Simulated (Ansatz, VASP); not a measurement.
## One calculation of ZnO, two programs

Contents of POSCAR:

```
ZnO
1.0
    3.2494000000      0.0000000000      0.0000000000
   -1.6247000000      2.8140629500      0.0000000000
    0.0000000000      0.0000000000      5.2038000000
Zn O
2 2
Direct
    0.3333333300      0.6666666700      0.0000000000
    0.6666666700      0.3333333300      0.5000000000
    0.3333333300      0.6666666700      0.3830000000
    0.6666666700      0.3333333300      0.8830000000
```

INCAR.step1

```
SYSTEM = ZnO
ALGO = Normal
EDIFF = 1E-4
ENCUT = 520
GGA = PE
ISMEAR = 0
LASPH = .TRUE.
LCHARG = .FALSE.
LREAL = .FALSE.
LWAVE = .TRUE.
NBANDS = 26
NELM = 100
PREC = Accurate
SIGMA = 0.1
```

File INCAR.step2:

```
SYSTEM = ZnO
ALGO = Normal
BPARAM = 11.95
CPARAM = 0.0093
EDIFF = 1E-6
ENCUT = 520
ISIF = 2
ISMEAR = 0
ISTART = 1
IVDW_NL = 2
LASPH = .TRUE.
LCHARG = .FALSE.
LMIXTAU = .TRUE.
LREAL = .FALSE.
LUSE_VDW = .TRUE.
LWAVE = .FALSE.
METAGGA = R2SCAN
NBANDS = 26
NELM = 100
PREC = Accurate
SIGMA = 0.1
```

The input KPOINTS:

```
k-points
0
G
  6 6 4
  0 0 0
```

Input for Ansatz:

```yaml
crystal:
  lattice:
    - [3.2494, 0.0, 0.0]
    - [-1.6247, 2.81406295, 0.0]
    - [0.0, 0.0, 5.2038]
  atoms:
    - { symbol: Zn, position: [0.33333333, 0.66666667, 0.0] }
    - { symbol: Zn, position: [0.66666667, 0.33333333, 0.5] }
    - { symbol: O, position: [0.33333333, 0.66666667, 0.383] }
    - { symbol: O, position: [0.66666667, 0.33333333, 0.883] }
basis:
  ecutwfc: 500
kpoints:
  mp_grid: { grid: [6, 6, 4] }
hamiltonian:
  xc: r2scan
  dispersion: rvv10
scf:
  occupations: { method: gaussian, width: 0.1 }
output:
  forces: true
  stress: true
  eigenvalues: true
```

Alike in both runs: task single point; functional r2SCAN; dispersion rVV10; k mesh 6 × 6 × 4; occupations gaussian, width 0.1 eV; no spin polarisation.

|  | VASP | Ansatz |
| --- | --- | --- |
| version | VASP 6.6.1 | Ansatz 0.2.0 |
| potentials or method | VASP PAW PBE potentials, release 64 (Zn, O), cutoff 520 eV | scalar-relativistic, plane waves, PAW |
| valence electrons in the cell | 36 | 36 |

Ansatz gave:

* gap on the k mesh at the Fermi level (eV): 1.17
* least direct gap on the mesh (eV): 1.17
* pressure (GPa): -2.4
* traceless stress, the component that is largest in VASP (GPa): -0.13
* rms of the force components (eV/Å): 0.035

Question: Which values does VASP return?

Answer: gap on the k mesh at the Fermi level (eV): 1.17; least direct gap on the mesh (eV): 1.17; pressure (GPa): -1.4; traceless stress, the component that is largest in VASP (GPa): -0.06; rms of the force components (eV/Å): 0.029.

VASP's potentials were made for PBE, not for r2SCAN. Atom by atom the forces differ by 0.007 eV/Å (rms over components).
